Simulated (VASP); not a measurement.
# BIr12 in VASP: a series of runs

The runs below take BIr12 through relaxation of the atoms, single point, with PBE.

All numbers are computed with VASP 6.6.1; they aren't measurements. Logs are shortened: lines on timing, memory, paths and dates and some standing lists are left out, and cuts for length are marked.

## (1) The cell of the first run

The cell holds a slab with vacuum, 13 atoms: a = 5.431 Å, b = 5.431 Å, c = 15.434 Å, α = 90.00°, β = 90.00°, γ = 60.00°.

## (2) Relaxation of the atoms, PBE

INCAR reads:

```
SYSTEM = BIr12
PREC     = Accurate       ! precision mode
ENCUT    = 520            ! plane-wave cutoff, eV
EDIFF    = 1E-6           ! SCF threshold, eV
ISMEAR   = 0              ! smearing method
SIGMA    = 0.05           ! smearing width, eV
LREAL    = .False.        ! projectors in reciprocal space
LASPH    = .True.         ! aspherical terms in the spheres
NELM     = 100            ! most SCF steps
ALGO     = Normal         ! electronic algorithm
ISIF     = 2              ! what is computed and relaxed
LWAVE    = .False.        ! write WAVECAR
LCHARG   = .False.        ! write CHGCAR
GGA      = PE             ! functional
IBRION   = 2              ! ionic algorithm
NSW      = 80             ! ionic steps
EDIFFG   = -0.03          ! ionic threshold
KPAR     = 4
```

KPOINTS reads:

```
Automatic mesh
0
Gamma
  4 4 1
  0 0 0
```

POSCAR reads:

```
BIr12
1.0
    5.4305800000      0.0000000000      0.0000000000
    2.7152900000      4.7030200000      0.0000000000
    0.0000000000      0.0000000000     15.4340500000
Ir B
12 1
Selective dynamics
Direct
    0.1666667000      0.1666667000      0.0647918000  F F F
    0.6666667000      0.1666667000      0.0647918000  F F F
    0.1666667000      0.6666667000      0.0647918000  F F F
    0.6666667000      0.6666667000      0.0647918000  F F F
   -0.1666667000      0.3333333000      0.2084369000  T T T
    0.3333333000      0.3333333000      0.2084369000  T T T
   -0.1666667000      0.8333333000      0.2084369000  T T T
    0.3333333000      0.8333333000      0.2084369000  T T T
    0.0000000000      0.0000000000      0.3520819000  T T T
    0.5000000000      0.0000000000      0.3520819000  T T T
    0.0000000000      0.5000000000      0.3520819000  T T T
    0.5000000000      0.5000000000      0.3520819000  T T T
    0.6591268000      0.6637337000      0.4641718000  T T T
```

Potentials or basis: VASP PAW PBE potentials, release 64 (Ir, B).

The run is started by

```console
cat potpaw_PBE.64/Ir/POTCAR potpaw_PBE.64/B/POTCAR > POTCAR
mpirun -np 4 vasp_std > vasp.out
```

OUTCAR:

```text
SYSTEM = BIr12
   PREC = Accurate
   ENCUT = 520
   EDIFF = 1E-6
   ISMEAR = 0
   LREAL = .False.
   LASPH = .True.
   NELM = 100
   ISIF = 2
   GGA = PE
   IBRION = 2
   NSW = 80
   EDIFFG = -0.03

 ion  position               nearest neighbor table
   1  0.167  0.167  0.065-   3 2.72   3 2.72   4 2.72   4 2.72   2 2.72   2 2.72   6 2.72   8 2.72
                             5 2.72
   2  0.667  0.167  0.065-   4 2.72   3 2.72   4 2.72   3 2.72   1 2.72   1 2.72   5 2.72   7 2.72
                             6 2.72
   3  0.167  0.667  0.065-   1 2.72   1 2.72   2 2.72   2 2.72   4 2.72   4 2.72   8 2.72   6 2.72
                             7 2.72
   4  0.667  0.667  0.065-   2 2.72   1 2.72   2 2.72   1 2.72   3 2.72   3 2.72   7 2.72   5 2.72
                             8 2.72
   5  0.833  0.333  0.208-   9 2.72  12 2.72  11 2.72   7 2.72   7 2.72   8 2.72   8 2.72   6 2.72
                             6 2.72   2 2.72   4 2.72   1 2.72
   6  0.333  0.333  0.208-  10 2.72  11 2.72  12 2.72   8 2.72   7 2.72   8 2.72   7 2.72   5 2.72
                             5 2.72   1 2.72   3 2.72   2 2.72
   7  0.833  0.833  0.208-  11 2.72  10 2.72   9 2.72   5 2.72   5 2.72   6 2.72   6 2.72   8 2.72
                             8 2.72   4 2.72   2 2.72   3 2.72
   8  0.333  0.833  0.208-  12 2.72   9 2.72  10 2.72   6 2.72   5 2.72   6 2.72   5 2.72   7 2.72
                             7 2.72   3 2.72   1 2.72   4 2.72
   9  0.000  0.000  0.352-   5 2.72   8 2.72   7 2.72  11 2.72  11 2.72  12 2.72  12 2.72  10 2.72
                            10 2.72
  10  0.500  0.000  0.352-  13 2.34   6 2.72   7 2.72   8 2.72  12 2.72  11 2.72  12 2.72  11 2.72
                             9 2.72   9 2.72
  11  0.000  0.500  0.352-  13 2.36   7 2.72   6 2.72   5 2.72   9 2.72   9 2.72  10 2.72  10 2.72
                            12 2.72  12 2.72
  12  0.500  0.500  0.352-  13 2.30   8 2.72   5 2.72   6 2.72  10 2.72   9 2.72  10 2.72   9 2.72
                            11 2.72  11 2.72
  13  0.659  0.664  0.464-  12 2.30  10 2.34  11 2.36

  LATTYP: Found a hexagonal cell.
 ALAT       =     5.4305797945
 C/A-ratio  =     2.8420630180

  Lattice vectors:

 A1 = (  -2.7152900000,  -4.7030200000,   0.0000000000)
 A2 = (   5.4305800000,   0.0000000000,   0.0000000000)
 A3 = (   0.0000000000,   0.0000000000,  15.4340500000)

Analysis of symmetry for initial positions (statically):
=====================================================================
 Subroutine PRICEL returns:
 Original cell was already a primitive cell.

 Routine SETGRP: Setting up the symmetry group for a
 hexagonal supercell.

 Subroutine GETGRP returns: Found  1 space group operations
 (whereof  1 operations were pure point group operations)
 out of a pool of 24 trial point group operations.

The static configuration has the point symmetry C_1 .

Analysis of symmetry for dynamics (positions and initial velocities):
=====================================================================
 Subroutine PRICEL returns:
 Original cell was already a primitive cell.

 Routine SETGRP: Setting up the symmetry group for a
 hexagonal supercell.

 Subroutine GETGRP returns: Found  1 space group operations
 (whereof  1 operations were pure point group operations)
 out of a pool of 24 trial point group operations.

The dynamic configuration has the point symmetry C_1 .

Analysis of constrained symmetry for selective dynamics:
=====================================================================
 Subroutine PRICEL returns:
 Original cell was already a primitive cell.

 Routine SETGRP: Setting up the symmetry group for a
 hexagonal supercell.

 Subroutine GETGRP returns: Found  1 space group operations
 (whereof  1 operations were pure point group operations)
 out of a pool of 24 trial point group operations.

The constrained configuration has the point symmetry C_1 .

 Subroutine INISYM returns: Found  1 space group operations
 (whereof  1 operations are pure point group operations),
 and found     1 'primitive' translations

----------------------------------------------------------------------------------------

                                     Primitive cell

  volume of cell :     394.1876

  direct lattice vectors                    reciprocal lattice vectors
     5.430580000  0.000000000  0.000000000     0.184142394 -0.106314666  0.000000000
     2.715290000  4.703020000  0.000000000     0.000000000  0.212629332  0.000000000
     0.000000000  0.000000000 15.434050000     0.000000000  0.000000000  0.064791808

  length of vectors
[... 34 lines left out ...]

 KPOINTS: Automatic mesh

Automatic generation of k-mesh.
 Grid dimensions read from file:
 generate k-points for:    4    4    1

 Generating k-lattice:

  Cartesian coordinates                     Fractional coordinates (reciprocal lattice)
     0.046035598 -0.026578666  0.000000000     0.250000000  0.000000000  0.000000000
     0.000000000  0.053157333  0.000000000     0.000000000  0.250000000  0.000000000
     0.000000000  0.000000000  0.064791808     0.000000000  0.000000000  1.000000000

  Length of vectors
     0.053157331  0.053157333  0.064791808

  Shift w.r.t. Gamma in fractional coordinates (k-lattice)
     0.000000000  0.000000000  0.000000000

 Subroutine IBZKPT returns following result:
 ===========================================

 Found     10 irreducible k-points:

 Following reciprocal coordinates:
            Coordinates               Weight
  0.000000  0.000000  0.000000      1.000000
  0.250000  0.000000  0.000000      2.000000
  0.250000  0.250000  0.000000      2.000000
  0.000000  0.250000  0.000000      2.000000
  0.500000  0.000000  0.000000      1.000000
  0.500000  0.500000  0.000000      1.000000
  0.000000  0.500000  0.000000      1.000000
  0.500000  0.250000  0.000000      2.000000
  0.250000  0.500000  0.000000      2.000000
 -0.250000  0.250000  0.000000      2.000000
   k-points           NKPTS =     10   k-points in BZ     NKDIM =     10   number of bands    NBANDS=     66
   number of dos      NEDOS =    301   number of ions     NIONS =     13
   total plane-waves  NPLWV = 192000
   dimension x,y,z NGX =    40 NGY =   40 NGZ =  120
   dimension x,y,z NGXF=    80 NGYF=   80 NGZF=  240
   ions per type =              12   1
   NGX,Y,Z   is equivalent  to a cutoff of  12.25, 12.25, 12.93 a.u.
   NGXF,Y,Z  is equivalent  to a cutoff of  24.49, 24.49, 25.85 a.u.
 SYSTEM =  BIr12
   PREC   = accura    normal or accurate (medium, high low for compatibility)
   ISTART =      0    job   : 0-new  1-cont  2-samecut
   ICHARG =      2    charge: 1-file 2-atom 10-const
   ISPIN  =      1    spin polarized calculation?
   LNONCOLLINEAR =      F non collinear calculations
   LSORBIT =      F    spin-orbit coupling
   LASPH  =      T    aspherical Exc in radial PAW
   ENCUT  =  520.0 eV  38.22 Ry    6.18 a.u.  10.10 10.10 28.70*2*pi/ulx,y,z
   NELM   =    100;   NELMIN=  2; NELMDL= -5     # of ELM steps
   EDIFF  = 0.1E-05   stopping-criterion for ELM
   LREAL  =      F    real-space projection
   EDIFFG = -.3E-01   stopping-criterion for IOM
   NSW    =     80    number of steps for IOM
   IBRION =      2    ionic relax: 0-MD 1-quasi-New 2-CG
   NFREE  =      1    steps in history (QN), initial steepest desc. (CG)
   ISIF   =      2    stress and relaxation
   ISYM   =      2    0-nonsym 1-usesym 2-fastsym
   POTIM  = 0.5000    time-step for ionic-motion
   TEBEG  =    0.0;   TEEND  =   0.0 temperature during run
   PSTRESS=    0.0 pullay stress
   NELECT =     111.0000    total number of electrons
   NUPDOWN=      -1.0000    fix difference up-down
   EMIN   =  10.00;   EMAX   =-10.00  energy-range for DOS
   EFERMI =   0.00;   METHOD = LEGACY
   ISMEAR =     0;   SIGMA  =   0.05  broadening in eV -4-tet -1-fermi 0-gaus
   EFERMI_NEDOS =   21; number of points for ismear=-14 and -15
   IALGO  =     38    algorithm
   IMIX   =      4    mixing-type and parameters
     AMIX     =   0.40;   BMIX     =  1.00
     AMIX_MAG =   1.60;   BMIX_MAG =  1.00
  volume/ion in A,a.u.               =      30.32       204.62
  Fermi-wavevector in a.u.,A,eV,Ry     =   1.073037  2.027747 15.665873  1.151409
  Thomas-Fermi vector in A             =   2.208825
   LORBIT       =      0    0 simple, 1 ext, 2 COOP (PROOUT), +10 PAW based schemes
   GGA     = PE    functional components
   LHFCALC =     F    Hartree Fock is set to
   AEXX    =    0.0000 exact exchange contribution
   IVDW    =     0    specifies the selected vdW correction
   LEPSILON=     F    determine dielectric tensor
   LRPA    =     F    only Hartree local field effects (RPA)
 conjugate gradient relaxation of ions
 non-spin polarized calculation
 Gauss-broadening in eV      SIGMA  =   0.05
  energy-cutoff  :      520.00
  volume of cell :      394.19
 maximum number of plane-waves:     10640
   NGX = 21   NGY = 21   NGZ = 57

--------------------------------------- Ionic step        1  -------------------------------------------

 number of electron     111.0000002 magnetization

 Free energy of the ion-electron system (eV)
  ---------------------------------------------------
  ext. energy  EPLUGINS =         0.00000000
  ---------------------------------------------------
  free energy    TOTEN  =      -104.16560878 eV

  energy without entropy =     -104.14936281  energy(sigma->0) =     -104.15748580

------------------------ aborting loop because EDIFF is reached ----------------------------------------

  FORCE on cell =-STRESS in cart. coord.  units (eV):
  Direction    XX          YY          ZZ          XY          YZ          ZX
  --------------------------------------------------------------------------------------
  -------------------------------------------------------------------------------------
  Total       -8.2054114     -8.1926477     -7.9180815     -0.0313193      0.0360111      0.1058241
  in kB      -33.3509338    -33.2990557    -32.1830802     -0.1272976      0.1463674      0.4301226
  external PRESSURE =     -32.9443566 kB  Pullay stress =       0.0000000 kB
[... 122 lines left out ...]
  FREE ENERGIE OF THE ION-ELECTRON SYSTEM (eV)
  ---------------------------------------------------
  free  energy   TOTEN  =      -104.9975329695 eV

  energy  without entropy=     -104.9680768487  energy(sigma->0) =     -104.98280491

[... ionic steps 4 to 12 ...]

--------------------------------------- Ionic step       13  -------------------------------------------

 number of electron     111.0000009 magnetization

------------------------ aborting loop because EDIFF is reached ----------------------------------------
[... 89 lines left out ...]
--------------------------------------- Ionic step       15  -------------------------------------------

 number of electron     111.0000009 magnetization

 Free energy of the ion-electron system (eV)
  ---------------------------------------------------
  ext. energy  EPLUGINS =         0.00000000
  ---------------------------------------------------
  free energy    TOTEN  =      -105.19045202 eV

  energy without entropy =     -105.16461156  energy(sigma->0) =     -105.17753179

 E-fermi :   1.5511     XC(G=0):  -7.4959

 val. band max:        1.5508958932   @ k =  -0.2500   0.2500   0.0000
 cond. band min:       1.5523851064   @ k =   0.5000   0.2500   0.0000
 fundamental gap:      0.0014892132
 Fermi energy:         1.5510711785

 k-point     1 :       0.0000    0.0000    0.0000
  band No.  band energies     occupation
      1      -8.8177      2.00000
      2      -7.6991      2.00000
      3      -6.3310      2.00000
      4      -5.8692      2.00000
      5      -5.7654      2.00000
      6      -5.7648      2.00000
[... 719 lines left out ...]
  FREE ENERGIE OF THE ION-ELECTRON SYSTEM (eV)
  ---------------------------------------------------
  free  energy   TOTEN  =      -105.1904520184 eV

  energy  without entropy=     -105.1646115560  energy(sigma->0) =     -105.17753179

 reached required accuracy - stopping structural energy minimisation
```

Wall time 23 min (4 MPI ranks of AMD EPYC 7R13 (Zen 3), shared host); peak memory 0.59 GiB.

What came out:

```
Free energy               : -105.1905 eV
Energy gained by relaxing : 78.8 meV/atom
Ionic steps               : 15
Band gap on the k mesh    : zero (an odd number of electrons rules out a gap without spin polarisation)
```

The path:
```csv
step,energy change (eV),largest force on free atoms (eV/Å),pressure (GPa)
1,0.0000,3.5592,-3.29
2,-0.7758,1.8483,-2.90
3,-0.8319,1.3901,-2.44
4,-0.9836,0.5358,-2.37
5,-0.9904,0.4405,-2.29
6,-1.0059,0.4159,-2.40
7,-1.0063,0.3592,-2.39
8,-1.0150,0.1662,-2.20
9,-1.0164,0.2558,-2.08
10,-1.0212,0.1150,-1.86
11,-1.0219,0.1314,-1.74
12,-1.0244,0.0492,-1.57
13,-1.0245,0.0541,-1.53
14,-1.0248,0.0334,-1.50
15,-1.0248,0.0206,-1.51
```

Final structure:
```cif
data_structure
_symmetry_space_group_name_H-M 'P 1'
_symmetry_Int_Tables_number 1
_cell_length_a 5.4306
_cell_length_b 5.4306
_cell_length_c 15.4340
_cell_angle_alpha 90.000
_cell_angle_beta 90.000
_cell_angle_gamma 60.000
_cell_volume 394.19
loop_
_atom_site_label
_atom_site_type_symbol
_atom_site_fract_x
_atom_site_fract_y
_atom_site_fract_z
_atom_site_occupancy
Ir1 Ir 0.16667 0.16667 0.06479 1
Ir2 Ir 0.66667 0.16667 0.06479 1
Ir3 Ir 0.16667 0.66667 0.06479 1
Ir4 Ir 0.66667 0.66667 0.06479 1
Ir5 Ir 0.83295 0.33298 0.20725 1
Ir6 Ir 0.33287 0.33316 0.20543 1
Ir7 Ir 0.83290 0.83319 0.20724 1
Ir8 Ir 0.33268 0.83324 0.20723 1
Ir9 Ir 0.99908 0.99962 0.34762 1
Ir10 Ir 0.49605 0.00563 0.35609 1
Ir11 Ir 0.00527 0.49652 0.35614 1
Ir12 Ir 0.49636 0.49694 0.35597 1
B1 B 0.66615 0.66651 0.43909 1
```

Caveat: there is no dipole correction, which matters where the two faces differ; spin-orbit coupling is left out, which moves the levels of the heavy elements.

## (3) Single point, PBE

INCAR reads:

```
SYSTEM = BIr12
PREC = Accurate ; ENCUT = 520
EDIFF = 1E-7 ; ISMEAR = 0
SIGMA = 0.05 ; LREAL = .FALSE.
LASPH = .TRUE. ; NELM = 100
ALGO = Normal ; ISIF = 2
LWAVE = .FALSE. ; LCHARG = .FALSE.
GGA = PE ; NBANDS = 68
```

KPOINTS reads:

```
Automatic mesh
0
G
  4 4 1
  0 0 0
```

POSCAR reads:

```
BIr12
1.0
    5.4305798630      0.0000000000      0.0000000000
    2.7152899315      4.7030201186      0.0000000000
    0.0000000000      0.0000000000     15.4340500000
Ir B
12 1
Direct
    0.1666666700      0.1666666600      0.0647918100
    0.6666666667      0.1666666667      0.0647918100
    0.1666666700      0.6666666700      0.0647918100
    0.6666666600      0.6666666700      0.0647918100
   -0.1660229518      0.3339770482      0.2078116244
    0.3320459036      0.3339770482      0.2078116244
   -0.1660229518      0.8320459036      0.2078116244
    0.3333333333      0.8333333333      0.2046402778
   -0.0115485548      0.0057742774      0.3541163710
    0.5057742774      0.0057742774      0.3541163710
    0.0000000000      0.5000000000      0.3480881064
    0.5057742774      0.4884514452      0.3541163710
    0.3333333333      0.8333333333      0.4322530472
```

Potentials or basis: VASP PAW PBE potentials, release 64 (Ir, B).

The run is started by

```console
cat potpaw_PBE.64/Ir/POTCAR potpaw_PBE.64/B/POTCAR > POTCAR
mpirun -np 1 vasp_std > vasp.out
```

Wall time 5.4 min (1 thread of Intel Xeon Platinum 8488C (Sapphire Rapids), shared host); peak memory 0.47 GiB.

The run converged. Its results:

* Free energy: -105.5337 eV
* Largest force: 0.222 eV/Å
* Band gap on the k mesh: zero (an odd number of electrons rules out a gap without spin polarisation)

Forces in eV/Å, atoms in the order of the input:
```
Ir   0.000 -0.221 -0.021
Ir   0.000  0.000 -0.086
Ir   0.191  0.110 -0.021
Ir  -0.191  0.110 -0.021
Ir  -0.010 -0.006 -0.004
Ir   0.010 -0.006 -0.004
Ir   0.000  0.011 -0.004
Ir   0.000  0.000  0.035
Ir  -0.071  0.041 -0.021
Ir   0.071  0.041 -0.021
Ir   0.000  0.000  0.041
Ir   0.000 -0.082 -0.021
B    0.000  0.000  0.148
```

Levels at points of the mesh, in eV from the Fermi level:
| k point | band 51 | band 52 | band 53 | band 54 | band 55 | band 56 | band 57 | band 58 | band 59 | band 60 |
| --- | --- | --- | --- | --- | --- | --- | --- | --- | --- | --- |
| (0.00, 0.00, 0.00) | 0.33 | 0.33 | 0.34 | 0.42 | 0.62 | 0.62 | 0.81 | 0.81 | 1.05 | 1.06 |
| (0.50, 0.00, 0.00) | -1.15 | -1.08 | -0.97 | -0.70 | -0.62 | -0.56 | -0.42 | -0.33 | 0.12 | 0.25 |

Caveat: there is no dipole correction, which matters where the two faces differ; spin-orbit coupling is left out, which moves the levels of the heavy elements.

(Continued in part 2 of 2.)

The gap in the log of VASP goes by the Fermi energy; the results here count the filled bands.